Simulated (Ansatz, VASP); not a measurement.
**Two plane-wave programs on KBr**

Contents of INCAR:

```
SYSTEM = KBr
PREC = Accurate ; ENCUT = 520
EDIFF = 1E-6 ; ISMEAR = 0
SIGMA = 0.05 ; LREAL = .FALSE.
LASPH = .TRUE. ; NELM = 60
ALGO = Normal ; ISIF = 2
LWAVE = .FALSE. ; LCHARG = .TRUE.
GGA = PS ; LELF = .TRUE.
LVHAR = .TRUE. ; NBANDS = 15
```

The input KPOINTS:

```
Automatic mesh
0
G
  6 6 6
  0 0 0
```

The input POSCAR:

```
KBr
1.0
    0.0000000000      3.1111346559      3.1111346559
    3.2748785852     -0.1637439293      3.2748785852
    3.2748785852      3.2748785852     -0.1637439293
K Br
1 1
Direct
    0.0000000000      0.0000000000      0.0000000000
    0.5000000000      0.5000000000      0.5000000000
```

Input for Ansatz:

```yaml
crystal:
  lattice:
    - [0.0, 3.1111346559, 3.1111346559]
    - [3.2748785852, -0.1637439293, 3.2748785852]
    - [3.2748785852, 3.2748785852, -0.1637439293]
  atoms:
    - { symbol: K, position: [0.0, 0.0, 0.0] }
    - { symbol: Br, position: [0.5, 0.5, 0.5] }
basis:
  ecutwfc: 420
kpoints:
  mp_grid: { grid: [6, 6, 6] }
hamiltonian:
  xc: pbesol
scf:
  occupations: { method: gaussian, width: 0.05 }
output:
  forces: true
  stress: true
  eigenvalues: true
```

Change from the starting cell: strain -0.1000 x Voigt [0, 0, 0, 1, 0, 0], atoms carried along.

Alike in both runs: task single point; functional PBEsol; k mesh 6 × 6 × 6; occupations gaussian, width 0.05 eV; no spin polarisation.

```csv
,VASP,Ansatz
version,VASP 6.6.1,Ansatz 0.2.0
potentials or method,"VASP PAW PBE potentials, release 64 (K_sv, Br), cutoff 520 eV","scalar-relativistic, plane waves, PAW"
valence electrons in the cell,16,16
```

|  | VASP | Ansatz | Ansatz less VASP |
| --- | --- | --- | --- |
| gap on the k mesh at the Fermi level (eV) | 4.18 | 4.18 | +0.003 |
| least direct gap on the mesh (eV) | 4.18 | 4.18 | +0.003 |
| pressure (GPa) | 0.0 | 0.0 | -0.06 |
| traceless stress, the component that is largest in VASP (GPa) | 0.51 | 0.52 | +0.005 |

VASP's potentials were made for PBE, not for PBEsol. The functional is the same, so the differences come from potentials, cutoffs and numerics.
